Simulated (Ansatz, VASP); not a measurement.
HfC in VASP and in Ansatz

```
CELL_PARAMETERS angstrom
2.85592 0.00000 0.00000
0.00000 2.85592 0.00000
0.00000 0.00000 2.85592
ATOMIC_POSITIONS crystal
Hf 0.00000 0.00000 0.00000
C 0.50000 0.50000 0.50000
```

Alike in both runs: task single point; functional PBE; k mesh 12 × 12 × 12; occupations gaussian, width 0.05 eV; no spin polarisation.

|  | VASP | Ansatz |
| --- | --- | --- |
| version | VASP 6.6.1 | Ansatz 0.2.0 |
| potentials or method | VASP PAW PBE potentials, release 64 (Hf_pv, C), cutoff 520 eV | scalar-relativistic, plane waves, PAW |
| valence electrons in the cell | 14 | 30 |

```tsv
	VASP	Ansatz	Ansatz less VASP
gap on the k mesh at the Fermi level (eV)	none	none	-
pressure (GPa)	9.0	10.4	+1.47
```

A gap of «none» marks a metal or a gap that the smearing closes. The functional is the same, so the differences come from potentials, cutoffs and numerics. VASP's potentials hold 14 valence electrons a cell and Ansatz's 30, so a difference there can come from the potentials and not from the codes.

Spin-orbit coupling is off throughout.
